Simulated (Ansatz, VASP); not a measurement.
# Two plane-wave programs on HBr

INCAR

```
ALGO     = Normal         # electronic algorithm
EDIFF    = 1E-6           # SCF threshold, eV
EDIFFG   = -0.01          # ionic threshold
ENCUT    = 520            # plane-wave cutoff, eV
GGA      = PE             # functional
IBRION   = 2              # ionic algorithm
ISIF     = 2              # what is computed and relaxed
ISMEAR   = 0              # smearing method
ISYM     = 0            
IVDW     = 12             # dispersion correction
LASPH    = True           # aspherical terms in the spheres
LCHARG   = False          # write CHGCAR
LREAL    = False          # projectors in reciprocal space
LWAVE    = False          # write WAVECAR
NELM     = 60             # most SCF steps
NSW      = 100            # ionic steps
PREC     = Accurate       # precision mode
SIGMA    = 0.005          # smearing width, eV
```

KPOINTS

```
k-points
0
Gamma
  1 1 1
```

POSCAR

```
HBr
1.0
   14.0000000000      0.0000000000      0.0000000000
    0.0000000000     14.5000000000      0.0000000000
    0.0000000000      0.0000000000     15.0000000000
Br H
1 1
Direct
    0.5555689590      0.4994906331      0.5005911223
    0.4444310410      0.5005093669      0.4994088777
```

Input for Ansatz:

```yaml
crystal:
  lattice:
    - [14.0, 0.0, 0.0]
    - [0.0, 14.5, 0.0]
    - [0.0, 0.0, 15.0]
  atoms:
    - { symbol: Br, position: [0.555568959, 0.4994906331, 0.5005911223] }
    - { symbol: H, position: [0.444431041, 0.5005093669, 0.4994088777] }
  symmetry: { detect: false }
basis:
  ecutwfc: 420
kpoints:
  mp_grid: { grid: [1, 1, 1] }
hamiltonian:
  xc: pbe
  dispersion: d3bj
scf:
  occupations: { method: gaussian, width: 0.005 }
output:
  forces: true
  eigenvalues: true
relax:
  adjacent_minimum: "off"
  f_tol: 0.01
  max_steps: 120
```

Alike in both runs: task relaxation of the atoms; functional PBE; dispersion D3(BJ); k mesh 1 × 1 × 1; occupations gaussian, width 0.005 eV; no spin polarisation.

|  | VASP | Ansatz |
| --- | --- | --- |
| version | VASP 6.6.1 | Ansatz 0.2.0 |
| potentials or method | VASP PAW PBE potentials, release 64 (Br, H), cutoff 520 eV | scalar-relativistic, plane waves, PAW |
| valence electrons in the cell | 8 | 8 |

VASP gave:

* gap on the k mesh at the Fermi level, each at its own relaxed structure (eV): 5.90

Task: Estimate Ansatz's values.

Result: gap on the k mesh at the Fermi level, each at its own relaxed structure (eV): 5.91.
